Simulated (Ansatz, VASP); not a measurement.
# One calculation of Ni, two programs

File INCAR:

```
SYSTEM = Ni
PREC = Accurate ; ENCUT = 600
EDIFF = 1E-6 ; ISMEAR = 0
SIGMA = 0.1 ; LREAL = .False.
LASPH = .True. ; NELM = 200
ALGO = Normal ; ISIF = 2
LWAVE = .False. ; LCHARG = .True.
ISPIN = 2 ; MAGMOM = 0.81
LORBIT = 11 ; LMAXMIX = 4
GGA = PE ; LELF = .True.
LVHAR = .True. ; NBANDS = 15
GGA_COMPAT = .False.
```

KPOINTS

```
regular mesh
0
Gamma
  8 8 8
  0 0 0
```

Contents of POSCAR:

```
Ni
1.0
    0.0000000000      1.7679500000      1.7679500000
    1.7679500000      0.0000000000      1.7679500000
    1.7679500000      1.7679500000      0.0000000000
Ni
1
Direct
    0.0000000000      0.0000000000      0.0000000000
```

Input for Ansatz:

```yaml
crystal:
  lattice:
    - [0.0, 1.76795, 1.76795]
    - [1.76795, 0.0, 1.76795]
    - [1.76795, 1.76795, 0.0]
  atoms:
    - { symbol: Ni, position: [0.0, 0.0, 0.0], spin: 0.81 }
basis:
  ecutwfc: 420
  xc_grid: 3
kpoints:
  mp_grid: { grid: [8, 8, 8] }
  band_path: { path: [[0, 0, 0], [0.5, 0, 0], [0.5, 0.5, 0.5]], npoints: 8 }
hamiltonian:
  xc: pbe
scf:
  occupations: { method: gaussian, width: 0.1 }
  lower_state_search: "off"
output:
  forces: true
  stress: true
  eigenvalues: true
  populations: true
magnetization:
  spin_polarized: true
```

Alike in both runs: task single point; functional PBE; k mesh 8 × 8 × 8; occupations gaussian, width 0.1 eV; collinear spin.

```csv
,VASP,Ansatz
version,VASP 6.6.1,Ansatz 0.2.0
potentials or method,"VASP PAW PBE potentials, release 64 (Ni), cutoff 600 eV","scalar-relativistic, plane waves, PAW"
valence electrons in the cell,10,18
```

```tsv
	VASP	Ansatz	Ansatz less VASP
gap on the k mesh at the Fermi level (eV)	none	none	-
pressure (GPa)	-2.8	-2.6	+0.17
net moment per atom (μB)	0.70	0.70	+0.002
size of the moment on the site where the two differ most (μB)	0.71	0.74	+0.027
```

Site moments also hang on the region over which each program counts them. A gap of «none» marks a metal or a gap that the smearing closes. With one functional, cell and mesh, what is left measures potentials, basis and numerics. VASP's potentials hold 10 valence electrons a cell and Ansatz's 18, so a difference there can come from the potentials and not from the codes.

The k mesh is coarse, so the values compare programs but aren't converged.
